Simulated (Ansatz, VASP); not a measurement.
PtS2 in VASP and in Ansatz

```
CELL_PARAMETERS angstrom
3.47087 0.00000 0.00000
-1.73543 3.00586 0.00000
0.00000 0.00000 4.93594
ATOMIC_POSITIONS crystal
Pt 0.00000 0.00000 0.00000
S 0.66667 0.33333 0.77300
S 0.33333 0.66667 0.22700
```

Alike in both runs: task single point; functional PBE; k mesh 7 × 7 × 5; occupations fermi-dirac, width 0.05 eV; no spin polarisation.

|  | VASP | Ansatz |
| --- | --- | --- |
| version | VASP 6.6.1 | Ansatz 0.2.0 |
| potentials or method | VASP PAW PBE potentials, release 64 (Pt_sv_GW, S) | Ansatz PAW |
| plane-wave cutoff (eV) | 570 | 420 |
| valence electrons in the cell | 30 | 30 |

|  | VASP | Ansatz | Ansatz less VASP |
| --- | --- | --- | --- |
| gap on the k mesh at the Fermi level (eV) | 0.95 | 0.93 | -0.016 |
| least direct gap on the mesh (eV) | 1.24 | 1.22 | -0.022 |
| pressure (GPa) | 23.2 | 24.2 | +0.94 |
| traceless stress, the component that is largest in VASP (GPa) | -4.74 | -4.93 | -0.198 |
| rms of the force components (eV/Å) | 1.076 | 1.093 | +0.0174 |

Atom by atom the forces differ by 0.017 eV/Å (rms over components). With one functional, cell and mesh, what is left measures potentials, basis and numerics.

Neither program's run includes spin-orbit coupling. Noted on Ansatz's run: odd divisions of the mesh miss points on the zone boundary, where band edges often lie, so the gap on the mesh can be too wide.
